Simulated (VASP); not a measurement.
Set up this calculation in VASP 6.6.1, as the native input.

| Property | Result |
| --- | --- |
| Task | single point |
| Functional | PBEsol |
| Potentials or basis | VASP PAW PBE potentials, release 64 (Zr_sv) |
| Cutoff | 520 eV |
| k mesh | 12 × 12 × 12 |
| Occupations | fermi-dirac, width 0.1 eV |
| Spin | no spin polarisation |
| Dipole correction | no |
| Further INCAR settings | ALGO = Normal; EDIFF = 1e-06; NBANDS = 12 |

The structure of Zr lies in POSCAR:

```
Zr
1.0
    2.8255715182      0.0000000000      0.0000000000
    0.0000000000      2.8255715182      0.0000000000
    0.0000000000      0.0000000000      2.8255715182
Zr
1
Direct
    0.0000000000      0.0000000000      0.0000000000
```

This cell differs from its parent crystal: volume scaled by 0.96.

The input as run:

INCAR

```
SYSTEM = Zr
PREC     = Accurate       ! precision mode
ENCUT    = 520            ! plane-wave cutoff, eV
EDIFF    = 1E-6           ! SCF threshold, eV
ISMEAR   = -1             ! smearing method
SIGMA    = 0.1            ! smearing width, eV
LREAL    = .FALSE.        ! projectors in reciprocal space
LASPH    = .TRUE.         ! aspherical terms in the spheres
NELM     = 100            ! most SCF steps
ALGO     = Normal         ! electronic algorithm
ISIF     = 2              ! what is computed and relaxed
LWAVE    = .FALSE.        ! write WAVECAR
LCHARG   = .TRUE.         ! write CHGCAR
GGA      = PS             ! functional
LELF     = .TRUE.         ! ELF
LVHAR    = .TRUE.       
NBANDS   = 12             ! bands
```

KPOINTS

```
regular mesh
0
G
  12 12 12
  0 0 0
```

Potentials or basis: VASP PAW PBE potentials, release 64 (Zr_sv).

Launch:

```bash
$ cat potpaw_PBE.64/Zr_sv/POTCAR > POTCAR
$ mpirun -np 1 vasp_std > vasp.out
```

Results of the run:

The pressure is 3.6 GPa and the band gap on the k mesh is zero (band 6 reaches 9.98 eV, above the bottom of band 7 at 6.95 eV).

Caveat: the PAW data sets were made with another functional, which shifts forces and pressure a little.

It took 35 s on 1 thread of AMD EPYC 7R13 (shared host), peak memory 0.12 GiB.
